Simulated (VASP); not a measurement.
## Mg8O9 (a cell with a defect): single point with PBEsol

System: Mg8O9 (a cell with a defect).

```
CELL_PARAMETERS angstrom
0.00000 4.19480 4.19480
4.19480 0.00000 4.19480
4.19480 4.19480 0.00000
ATOMIC_POSITIONS crystal
Mg 0.00086 0.98374 0.01421
Mg 0.02887 0.99542 0.49127
Mg 0.02895 0.46077 0.02588
Mg 0.99333 0.49125 0.52169
Mg 0.51962 0.96489 0.99542
Mg 0.48415 0.99552 0.49118
Mg 0.48406 0.46073 0.02588
Mg 0.51213 0.47251 0.50288
O 0.25647 0.22806 0.25859
O 0.25652 0.22810 0.75855
O 0.25650 0.72808 0.25855
O 0.25654 0.72810 0.75855
O 0.75651 0.22807 0.25861
O 0.75646 0.22807 0.75856
O 0.75651 0.72812 0.25853
O 0.75670 0.84674 0.63953
O 0.75635 0.60919 0.87772
```

```json
{
  "Program": "VASP 6.6.1",
  "Task": "single point",
  "Functional": "PBEsol",
  "Potentials or basis": "VASP PAW PBE potentials, release 64 (Mg, O)",
  "Cutoff": "520 eV",
  "k mesh": "2 × 2 × 2",
  "Occupations": "fermi-dirac, width 0.05 eV",
  "Spin": "collinear spin, zero start",
  "Starting moments": "[0.0, 0.0, 0.0, 0.0, 0.0, 0.0, 0.0, 0.0, 0.0, 0.0, 0.0, 0.0, 0.0, 0.0, 0.0, 0.0, 0.0] μB",
  "Dipole correction": "no",
  "Further INCAR settings": "LREAL = Auto; ALGO = Normal; EDIFF = 1e-06; NBANDS = 53"
}
```

```
Pressure                                              : 17.8 GPa
Largest force                                         : 0.307 eV/Å
Band gap on the k mesh                                : 3.89 eV
Net moment                                            : 0.00 μB per cell
Valence electrons inside the program's atomic spheres : Mg 0.42, 0.51, 0.41 (each value once); O 5.17, 5.09, 5.08, 5.10, 5.14 (each value once)
```

Forces on the atoms (eV/Å):
```
Mg   0.001  0.000  0.000
Mg   0.000 -0.004  0.000
Mg   0.001 -0.003 -0.004
Mg   0.011  0.001  0.001
Mg  -0.009  0.001  0.002
Mg   0.000  0.001  0.000
Mg   0.002  0.003  0.003
Mg   0.001 -0.001  0.000
O   -0.001  0.001  0.002
O   -0.002  0.000 -0.002
O   -0.001  0.001 -0.001
O   -0.001  0.000 -0.003
O   -0.002  0.000 -0.002
O    0.000  0.003  0.000
O   -0.002  0.001 -0.002
O    0.006 -0.217  0.217
O   -0.003  0.213 -0.212
```

Stress tensor (GPa, compression positive):
```
 9.32  0.01 -0.01
 0.01 22.09 -1.36
-0.01 -1.36 22.10
```

Levels at points of the mesh, in eV from the valence-band top:
Spin up:
```
           k point  band 33  band 34  band 35  band 36  band 37  band 38
(0.00, 0.00, 0.00)    -1.15    -1.11    -1.04     3.89     6.07     6.44
(0.50, 0.00, 0.00)    -1.41    -1.31    -0.23     5.87     6.06     6.60
(0.00, 0.50, 0.00)    -1.07    -0.82    -0.65     4.87     6.17     6.20
(0.00, 0.00, 0.50)    -1.07    -0.83    -0.64     4.87     6.17     6.19
(0.50, 0.50, 0.50)    -1.41    -1.31    -0.23     5.87     6.06     6.60
(0.50, 0.50, 0.00)    -1.13    -0.75    -0.56     4.92     7.12     7.20
(0.00, 0.50, 0.50)    -1.54    -0.58     0.00     6.04     7.08     7.30
(0.50, 0.00, 0.50)    -1.13    -0.75    -0.56     4.92     7.12     7.20
```
Spin down:
| k point | band 31 | band 32 | band 33 | band 34 | band 35 | band 36 | band 37 | band 38 | band 39 | band 40 |
| --- | --- | --- | --- | --- | --- | --- | --- | --- | --- | --- |
| (0.00, 0.00, 0.00) | -1.55 | -1.53 | -1.15 | -1.11 | -1.04 | 3.89 | 6.07 | 6.44 | 6.66 | 6.83 |
| (0.50, 0.00, 0.00) | -1.53 | -1.45 | -1.41 | -1.31 | -0.23 | 5.87 | 6.06 | 6.60 | 8.20 | 8.33 |
| (0.00, 0.50, 0.00) | -1.45 | -1.43 | -1.07 | -0.82 | -0.65 | 4.87 | 6.17 | 6.20 | 8.24 | 8.30 |
| (0.00, 0.00, 0.50) | -1.45 | -1.43 | -1.07 | -0.83 | -0.64 | 4.87 | 6.17 | 6.19 | 8.24 | 8.30 |
| (0.50, 0.50, 0.50) | -1.53 | -1.45 | -1.41 | -1.31 | -0.23 | 5.87 | 6.06 | 6.60 | 8.20 | 8.33 |
| (0.50, 0.50, 0.00) | -1.75 | -1.48 | -1.13 | -0.75 | -0.56 | 4.92 | 7.12 | 7.20 | 8.50 | 8.50 |
| (0.00, 0.50, 0.50) | -1.73 | -1.63 | -1.54 | -0.58 | 0.00 | 6.04 | 7.08 | 7.30 | 8.15 | 8.35 |
| (0.50, 0.00, 0.50) | -1.75 | -1.48 | -1.13 | -0.75 | -0.56 | 4.92 | 7.12 | 7.20 | 8.50 | 8.50 |

Run time: 4.7 min on 1 thread of Intel(R) Xeon(R) Platinum 8259CL CPU @ 2.50GHz (Skylake/Cascade Lake) (shared host), peak memory 0.43 GiB.

Caveat: the k points lie up to 0.65 Å⁻¹ apart; the PAW data sets were made with another functional, which shifts forces and pressure a little.
